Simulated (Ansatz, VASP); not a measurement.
**CdSe in VASP and in Ansatz**

INCAR

```
SYSTEM = CdSe
ALGO = Normal
EDIFF = 1E-6
ENCUT = 520
ISIF = 2
ISMEAR = 0
LASPH = .TRUE.
LCHARG = .FALSE.
LREAL = .FALSE.
LWAVE = .FALSE.
NBANDS = 16
NELM = 80
PREC = Accurate
SIGMA = 0.01
```

The input KPOINTS:

```
k-points
0
G
  6 6 6
  0 0 0
```

The input POSCAR:

```
CdSe
1.0
    3.0190136448      3.0190136448      0.0000000000
   -3.0190136448      3.0190136448      0.0000000000
    0.0000000000      3.0190136448      2.9837807808
Cd Se
1 1
Direct
    0.0000000000      0.0000000000      0.0000000000
    0.7500000000      0.2500000000      0.5000000000
```

Input for Ansatz:

```yaml
crystal:
  lattice:
    - [3.01901364481, 3.01901364481, 0.0]
    - [-3.01901364481, 3.01901364481, 0.0]
    - [0.0, 3.01901364481, 2.98378078076]
  atoms:
    - { symbol: Cd, position: [0.0, 0.0, 0.0] }
    - { symbol: Se, position: [0.75, 0.25, 0.5] }
kpoints:
  mp_grid: { grid: [6, 6, 6] }
scf:
  occupations: { method: fixed }
  convergence: { dr2_threshold: 1.0e-10 }
hamiltonian:
  xc: lda
  pseudopotentials: { kind: all_electron, lapw: { basis_error: 0.0005 } }
output:
  forces: true
  stress: true
  eigenstates:
    kpoints:
      - [0.0, 0.0, 0.0]
      - [-0.5, -0.5, -0.5]
      - [-0.5, 0.5, 0.0]
      - [0.0, 0.0, -0.5]
      - [0.0, -0.5, -0.5]
      - [0.0, 0.5, 0.0]
      - [-0.5, 0.0, 0.0]
      - [-0.5, 0.0, -0.5]
  eigenvalues: true
```

Change from the starting cell: film at in-plane strain +0.005.

Alike in both runs: task single point; functional LDA; k mesh 6 × 6 × 6; no spin polarisation.

|  | VASP | Ansatz |
| --- | --- | --- |
| version | VASP 6.6.1 | Ansatz 0.2.0 |
| potentials or method | VASP PAW LDA potentials, release 64 (Cd, Se), cutoff 520 eV | all-electron LAPW, scalar-relativistic |
| occupations | gaussian, width 0.01 eV | fixed |

```tsv
	VASP	Ansatz	Ansatz less VASP
gap on the k mesh at the Fermi level (eV)	0.40	0.37	-0.036
pressure (GPa)	0.3	-0.2	-0.47
traceless stress, the component that is largest in VASP (GPa)	0.14	0.14	+0.004
```

LDA's correlation is that of Perdew and Zunger in VASP and of Perdew and Wang (1992) in Ansatz. Ansatz ran all-electron here, and VASP with PAW potentials.
